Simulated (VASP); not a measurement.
A run of VASP 6.6.1:

The input POSCAR:

```
Ta2O5
1.0
    3.0140615553     -2.5646497160      0.0080547645
    3.0140615553      2.5646497160      0.0080547645
   -2.7406136253      0.0000000000      5.0749196123
Ta O
2 5
Direct
    0.2272371742      0.1506346061      0.2903611710
    0.8493653939      0.7727628258      0.7096388290
    0.6314967484      0.2127624816      0.6455032324
    0.2274763186      0.1273080617      0.9586910855
    0.2818504886      0.7181495114      0.5000000000
    0.8726919383      0.7725236814      0.0413089145
    0.7872375184      0.3685032516      0.3544967676
```

File INCAR.step1:

```
SYSTEM = Ta2O5
  PREC = Accurate
  ENCUT = 520
  ISMEAR = 0
  SIGMA = 0.05
  LREAL = .False.
  LASPH = .True.
  NELM = 100
  NBANDS = 35
  GGA = PE
  ALGO = Normal
  EDIFF = 1E-4
  LWAVE = .True.
  LCHARG = .False.
```

INCAR.step2

```
SYSTEM = Ta2O5
  PREC = Accurate
  ENCUT = 520
  EDIFF = 1E-6
  ISMEAR = 0
  SIGMA = 0.05
  LREAL = .False.
  LASPH = .True.
  NELM = 100
  ALGO = Normal
  ISIF = 2
  LWAVE = .False.
  LCHARG = .True.
  METAGGA = R2SCAN
  LMIXTAU = .True.
  LELF = .True.
  LVHAR = .True.
  NBANDS = 35
  ISTART = 1
```

Contents of KPOINTS:

```
regular mesh
0
Gamma
  6 6 6
  0 0 0
```

Potentials or basis: VASP PAW PBE potentials, release 64 (Ta_pv, O).

Command:

```sh
$ cat potpaw_PBE.64/Ta_pv/POTCAR potpaw_PBE.64/O/POTCAR > POTCAR
$ cp INCAR.step1 INCAR
$ mpirun -np 1 vasp_std > vasp.out
$ cp INCAR.step2 INCAR
$ mpirun -np 1 vasp_std > vasp.out
```

Hardware: 1 thread of Intel Xeon 8259CL, with other jobs on the host.

Q: How long does it take, and how much memory?

A: It took 17 min on 1 thread of Intel Xeon 8259CL, on a shared host, peak memory 0.31 GiB. Counts: k points 68.
